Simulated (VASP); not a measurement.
A run of VASP 6.6.1:

File INCAR:

```
SYSTEM = Si3IrRu
ALGO = Normal ; EDIFF = 1E-6
ENCUT = 500 ; GGA = PE
GGA_COMPAT = .FALSE. ; ISIF = 2
ISMEAR = 0 ; LASPH = .TRUE.
LCHARG = .TRUE. ; LELF = .TRUE.
LREAL = .FALSE. ; LVHAR = .TRUE.
LWAVE = .FALSE. ; NBANDS = 26
NELM = 120 ; PREC = Accurate
SIGMA = 0.2
```

Contents of KPOINTS:

```
k-points
0
G
  4 4 4
  0 0 0
```

File POSCAR:

```
Si3IrRu
1.0
    4.5546011486      0.0000000000      0.0000000000
    0.0000000000      4.5546011486      0.0000000000
    0.0000000000      0.0000000000      4.5546011486
Si Ru Ir
3 1 1
Direct
    0.0000000000      0.5000000000      0.5000000000
    0.5000000000      0.5000000000      0.0000000000
    0.5000000000      0.0000000000      0.5000000000
    0.0000000000      0.0000000000      0.0000000000
    0.5000000000      0.5000000000      0.5000000000
```

Potentials or basis: VASP PAW PBE potentials, release 64 (Si, Ru_pv, Ir).

Command:

```console
$ cat potpaw_PBE.64/Si/POTCAR potpaw_PBE.64/Ru_pv/POTCAR potpaw_PBE.64/Ir/POTCAR > POTCAR
$ mpirun -np 1 vasp_std > vasp.out
```

Hardware: 1 thread of Intel(R) Xeon(R) 6975P-C (Granite Rapids), on a shared host.

Question: How long does it take, and how much memory?

Answer: Run time: 26 s on 1 thread of Intel(R) Xeon(R) 6975P-C (Granite Rapids), on a shared host, peak memory 0.21 GiB. Counts: scf iterations 14, k points 10.
